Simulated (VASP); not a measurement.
Os:

```xyz
1
Lattice="-1.5180 1.5180 1.5180 1.5180 -1.5180 1.5180 1.5180 1.5180 -1.5180" Properties=species:S:1:pos:R:3 pbc="T T T"
Os    0.0000    0.0000    0.0000
```

```yaml
Program: VASP 6.6.1
Task: relaxation of cell and atoms
Functional: BLYP
Potentials_or_basis: VASP PAW PBE potentials, release 64 (Os_sv_GW)
Cutoff: 500 eV
k_mesh: 14 × 14 × 14
Occupations: fermi-dirac, width 0.1 eV
Spin: no spin polarisation
```

At the start: pressure 38.4 GPa; volume 13.99 Å³/atom.

How do energy, volume and symmetry change on relaxing?

Over 5 steps the energy falls by 156.5 meV/atom and the volume is 15.43 Å³/atom (+10.3 %); space group Im-3m (No. 229, to 0.05 Å).

Step by step:
```tsv
step	energy change (eV)	largest force (eV/Å)	pressure (GPa)	volume (Å³)
1	0.0000	0.0000	38.43	13.99
2	1.1063	0.0000	-43.57	21.95
3	-0.1516	0.0000	-5.35	15.72
4	-0.1564	0.0000	-0.90	15.48
5	-0.1565	0.0000	0.01	15.43
```

Final structure:
```cif
data_structure
_symmetry_space_group_name_H-M 'P 1'
_symmetry_Int_Tables_number 1
_cell_length_a 2.7165
_cell_length_b 2.7165
_cell_length_c 2.7165
_cell_angle_alpha 109.471
_cell_angle_beta 109.471
_cell_angle_gamma 109.471
_cell_volume 15.43
loop_
_atom_site_label
_atom_site_type_symbol
_atom_site_fract_x
_atom_site_fract_y
_atom_site_fract_z
_atom_site_occupancy
Os1 Os 0.00000 0.00000 0.00000 1
```

Caveat: the PAW data sets were made with another functional, which shifts forces and pressure a little.
